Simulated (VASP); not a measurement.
A run of VASP 6.6.1 is set up as follows.

INCAR

```
SYSTEM = InSb
PREC = Accurate
ENCUT = 520
EDIFF = 1E-6
ISMEAR = 0
SIGMA = 0.1
LREAL = .FALSE.
LASPH = .TRUE.
NELM = 60
ALGO = Normal
ISIF = 2
LWAVE = .FALSE.
LCHARG = .FALSE.
GGA = PS
NBANDS = 16
```

The input KPOINTS:

```
regular mesh
0
G
  12 12 12
  0 0 0
```

POSCAR

```
InSb
1.0
    0.0000000000      3.3651599442      3.3651599442
    3.3651599442      0.0000000000      3.3651599442
    3.3651599442      3.3651599442      0.0000000000
In Sb
1 1
Direct
    0.0000000000      0.0000000000      0.0000000000
    0.2500000000      0.2500000000      0.2500000000
```

Potentials or basis: VASP PAW PBE potentials, release 64 (In_d, Sb).

Command:

```bash
$ cat potpaw_PBE.64/In_d/POTCAR potpaw_PBE.64/Sb/POTCAR > POTCAR
$ mpirun -np 1 vasp_std > vasp.out
```

(1) Estimate the pressure.

(2) Estimate the band gap on the k mesh.

## Answers

(1) -3.2 GPa.

(2) zero (filled and empty bands touch).

Caveat: the cell stands under tension; semilocal functionals underestimate gaps, so a narrow gap can read as zero; the PAW data sets were made with another functional, which shifts forces and pressure a little; spin-orbit coupling is left out, which moves the levels of the heavy elements.
